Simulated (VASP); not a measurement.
# OsBr3 (Pm-3m) in VASP: a series of runs, part 2 of 2

VASP 6.6.1. The steps go on from the part before.

## 3. Single point, PBE+U, collinear spin (36.09 Å³/atom)

This run uses another cell than the first one, of 36.09 Å³/atom.

Input file INCAR:

```
PREC = Accurate ; ENCUT = 520
EDIFF = 1E-6 ; ISMEAR = 0
SIGMA = 0.05 ; LREAL = F
LASPH = T ; NELM = 150
ALGO = Normal ; ISIF = 2
LWAVE = F ; LCHARG = F
ISPIN = 2 ; MAGMOM = 2.65 0.17 0.17 0.17
LORBIT = 11 ; LMAXMIX = 4
LDAU = T ; LDAUTYPE = 2
LDAUL = 2 -1 ; LDAUU = 2 0
LDAUJ = 0 0 ; LDAUPRINT = 1
GGA = PE ; NBANDS = 26
```

Input file KPOINTS:

```
Automatic mesh
0
Gamma
  6 6 6
```

Input file POSCAR:

```
OsBr3
1.0
    5.2460108482      0.0000000000      0.0000000000
    0.0000000000      5.2460108482      0.0000000000
    0.0000000000      0.0000000000      5.2460108482
Os Br
1 3
Direct
    0.0000000000      0.0000000000      0.0000000000
    0.5000000000      0.0000000000      0.0000000000
    0.0000000000      0.0000000000      0.5000000000
    0.0000000000      0.5000000000      0.0000000000
```

Potentials or basis: VASP PAW PBE potentials, release 64 (Os, Br).

Launch:

```bash
$ cat potpaw_PBE.64/Os/POTCAR potpaw_PBE.64/Br/POTCAR > POTCAR
$ mpirun -np 1 vasp_std > vasp.out
```

OUTCAR:

```text
PREC = Accurate
   ENCUT = 520
   EDIFF = 1E-6
   ISMEAR = 0
   LREAL = F
   LASPH = T
   NELM = 150
   ISIF = 2
   ISPIN = 2
   LORBIT = 11
   GGA = PE

 ion  position               nearest neighbor table
   1  0.000  0.000  0.000-   2 2.62   3 2.62   4 2.62   3 2.62   4 2.62   2 2.62
   2  0.500  0.000  0.000-   1 2.62   1 2.62
   3  0.000  0.000  0.500-   1 2.62   1 2.62
   4  0.000  0.500  0.000-   1 2.62   1 2.62

  LATTYP: Found a simple cubic cell.
 ALAT       =     5.2460108482

  Lattice vectors:

 A1 = (   5.2460108482,   0.0000000000,   0.0000000000)
 A2 = (   0.0000000000,   5.2460108482,   0.0000000000)
 A3 = (   0.0000000000,   0.0000000000,   5.2460108482)

Analysis of symmetry for initial positions (statically):
=====================================================================
 Subroutine PRICEL returns:
 Original cell was already a primitive cell.

 Routine SETGRP: Setting up the symmetry group for a
 simple cubic supercell.

 Subroutine GETGRP returns: Found 48 space group operations
 (whereof 48 operations were pure point group operations)
 out of a pool of 48 trial point group operations.

The static configuration has the point symmetry O_h .

Analysis of symmetry for dynamics (positions and initial velocities):
=====================================================================
 Subroutine PRICEL returns:
 Original cell was already a primitive cell.

 Routine SETGRP: Setting up the symmetry group for a
 simple cubic supercell.

 Subroutine GETGRP returns: Found 48 space group operations
 (whereof 48 operations were pure point group operations)
 out of a pool of 48 trial point group operations.

[... 192 lines left out ...]
  ---------------------------------------------------
  ext. energy  EPLUGINS =         0.00000000
  ---------------------------------------------------
  free energy    TOTEN  =       -12.78660458 eV

  energy without entropy =      -12.78478350  energy(sigma->0) =      -12.78569404

 E-fermi :  -0.0042     XC(G=0):  -7.4932

 val. band max:       -0.0638436798   @ k =   0.1667   0.1667   0.1667
 cond. band min:       0.0039760373   @ k =   0.3333   0.1667   0.1667
 fundamental gap:      0.0678197171
 Fermi energy:        -0.0041884279

 spin component 1

 k-point     1 :       0.0000    0.0000    0.0000
  band No.  band energies     occupation
      1     -15.3644      1.00000
      2     -14.6819      1.00000
      3     -14.6819      1.00000
      4      -4.3219      1.00000
      5      -4.3219      1.00000
      6      -4.3219      1.00000
[... 569 lines left out ...]
     25       9.8701      0.00000
     26      10.3117      0.00000
 Fermi energy:        -0.0041884279

 spin component 2

 k-point     1 :       0.0000    0.0000    0.0000
  band No.  band energies     occupation
      1     -15.1862      1.00000
      2     -14.4554      1.00000
      3     -14.4554      1.00000
      4      -4.1823      1.00000
      5      -4.1823      1.00000
      6      -4.1823      1.00000
[... 569 lines left out ...]
     25       9.9933      0.00000
     26      10.4137      0.00000

------------------------ aborting loop because EDIFF is reached ----------------------------------------

  FORCE on cell =-STRESS in cart. coord.  units (eV):
  Direction    XX          YY          ZZ          XY          YZ          ZX
  --------------------------------------------------------------------------------------
  -------------------------------------------------------------------------------------
  Total       -1.2383255     -1.2383255     -1.2383255     -0.0000000     -0.0000000      0.0000000
  in kB      -13.7422498    -13.7422498    -13.7422498     -0.0000000     -0.0000000      0.0000000
  external PRESSURE =     -13.7422498 kB  Pullay stress =       0.0000000 kB

 VOLUME and BASIS-vectors are now :
 -----------------------------------------------------------------------------
  energy-cutoff  :      520.00
  volume of cell :      144.37
      direct lattice vectors                 reciprocal lattice vectors
     5.246010848  0.000000000  0.000000000     0.190621032  0.000000000  0.000000000
     0.000000000  5.246010848  0.000000000     0.000000000  0.190621032  0.000000000
     0.000000000  0.000000000  5.246010848     0.000000000  0.000000000  0.190621032

 POSITION                                       TOTAL-FORCE (eV/Angst)
 -----------------------------------------------------------------------------------
      0.00000      0.00000      0.00000         0.000000      0.000000      0.000000
      2.62301      0.00000      0.00000         0.000000      0.000000      0.000000
      0.00000      0.00000      2.62301         0.000000      0.000000      0.000000
      0.00000      2.62301      0.00000         0.000000      0.000000      0.000000
 -----------------------------------------------------------------------------------
    total drift:                                0.000000      0.000000     -0.000000

  FREE ENERGIE OF THE ION-ELECTRON SYSTEM (eV)
  ---------------------------------------------------
  free  energy   TOTEN  =       -12.7866045838 eV

  energy  without entropy=      -12.7847835033  energy(sigma->0) =      -12.78569404

 total charge

# of ion       s       p       d       tot
------------------------------------------
    1        0.454   0.365   5.905   6.723
    2        1.613   3.188   0.029   4.831
    3        1.613   3.188   0.029   4.831
    4        1.613   3.188   0.029   4.831
--------------------------------------------------
tot          5.293   9.929   5.993  21.215

 magnetization (x)

# of ion       s       p       d       tot
------------------------------------------
    1        0.089   0.038   2.960   3.087
    2        0.019   0.111   0.010   0.139
    3        0.019   0.111   0.010   0.139
    4        0.019   0.111   0.010   0.139
--------------------------------------------------
tot          0.145   0.370   2.989   3.505
```

OSZICAR:

```text
N       E                     dE             d eps       ncg     rms          rms(c)
DAV:   1     0.192133683362E+03    0.19213E+03   -0.11313E+04  2096   0.905E+02
DAV:   2     0.433716198069E+01   -0.18780E+03   -0.17312E+03  2554   0.217E+02
DAV:   3    -0.138156716688E+02   -0.18153E+02   -0.17829E+02  2610   0.661E+01
DAV:   4    -0.140683547191E+02   -0.25268E+00   -0.25229E+00  2680   0.911E+00
DAV:   5    -0.140715776491E+02   -0.32229E-02   -0.32218E-02  2710   0.956E-01    0.165E+01
DAV:   6    -0.126875319203E+02    0.13840E+01   -0.52798E+00  2682   0.146E+01    0.744E+00
DAV:   7    -0.127718822538E+02   -0.84350E-01   -0.45329E-01  2244   0.386E+00    0.422E+00
DAV:   8    -0.127799132545E+02   -0.80310E-02   -0.50067E-02  2436   0.134E+00    0.225E+00
DAV:   9    -0.127856557199E+02   -0.57425E-02   -0.13028E-02  2168   0.762E-01    0.545E-01
DAV:  10    -0.127860264641E+02   -0.37074E-03   -0.22756E-03  2330   0.269E-01    0.210E-01
DAV:  11    -0.127863439943E+02   -0.31753E-03   -0.33714E-04  2242   0.151E-01    0.126E-01
DAV:  12    -0.127865668693E+02   -0.22287E-03   -0.35122E-04  2338   0.159E-01    0.558E-02
DAV:  13    -0.127865924538E+02   -0.25585E-04   -0.80602E-05  2166   0.554E-02    0.331E-02
DAV:  14    -0.127866031162E+02   -0.10662E-04   -0.20073E-05  2302   0.319E-02    0.161E-02
DAV:  15    -0.127866048526E+02   -0.17364E-05   -0.10375E-05  2174   0.261E-02    0.629E-03
DAV:  16    -0.127866045838E+02    0.26882E-06   -0.14433E-06  2070   0.675E-03
   1 F= -.12786605E+02 E0= -.12785694E+02  d E =-.182108E-02  mag=     3.5074
```

stdout:

```text
POSCAR found type information on POSCAR OsBr
 POSCAR found :  2 types and       4 ions
 scaLAPACK will be used
 LDA part: xc-table for (Slater+PW92), standard interpolation
 POSCAR, INCAR and KPOINTS ok, starting setup
 FFT: planning ... GRIDC
 FFT: planning ... GRID_SOFT
 FFT: planning ... GRID
 WAVECAR not read
 entering main loop
```

Wall time 58 s (1 thread of Intel Xeon 6975P-C (Granite Rapids), shared host); peak memory 0.34 GiB.

Results:

```yaml
Free_energy: -12.7866 eV
Pressure: -1.4 GPa
Net_moment: 3.51 μB per cell
Site_moments: Os +3.09; Br +0.14 μB
Valence_electrons_inside_the_program's_atomic_spheres: Os 6.72; Br 4.83
```

Levels at points of the mesh, in eV from the Fermi level:
Spin up:
| k point | band 13 | band 14 | band 15 | band 16 | band 17 | band 18 | band 19 | band 20 |
| --- | --- | --- | --- | --- | --- | --- | --- | --- |
| (0.00, 0.00, 0.00) | -1.90 | -1.90 | -1.71 | -1.71 | -1.71 | 0.26 | 4.69 | 7.45 |
| (0.50, 0.00, 0.00) | -1.78 | -1.78 | -1.37 | -1.14 | -1.14 | 4.86 | 6.43 | 6.69 |
| (0.50, 0.50, 0.00) | -1.33 | -1.13 | -1.13 | -1.11 | 2.48 | 6.48 | 6.48 | 6.60 |
| (0.50, 0.50, 0.50) | -1.10 | -1.10 | -1.10 | 2.49 | 2.49 | 5.43 | 5.43 | 5.43 |
Spin down:
```tsv
k point	band 10	band 11	band 12	band 13	band 14	band 15
(0.00, 0.00, 0.00)	-1.54	-1.54	-1.54	-0.78	-0.78	-0.78
(0.50, 0.00, 0.00)	-1.85	-1.59	-1.59	-0.77	0.19	0.62
(0.50, 0.50, 0.00)	-2.18	-2.18	-0.88	0.38	0.62	0.62
(0.50, 0.50, 0.50)	-0.87	-0.87	-0.87	0.92	0.92	0.92
```

Eigenvalues of the final occupation matrices:
```tsv
site	spin	trace	eigenvalues
site 1 d	1	4.47	0.80 0.80 0.96 0.96 0.96
site 1 d	2	1.49	0.23 0.23 0.34 0.34 0.34
```

Caveat: spin-orbit coupling is left out, which moves the levels of the heavy elements.
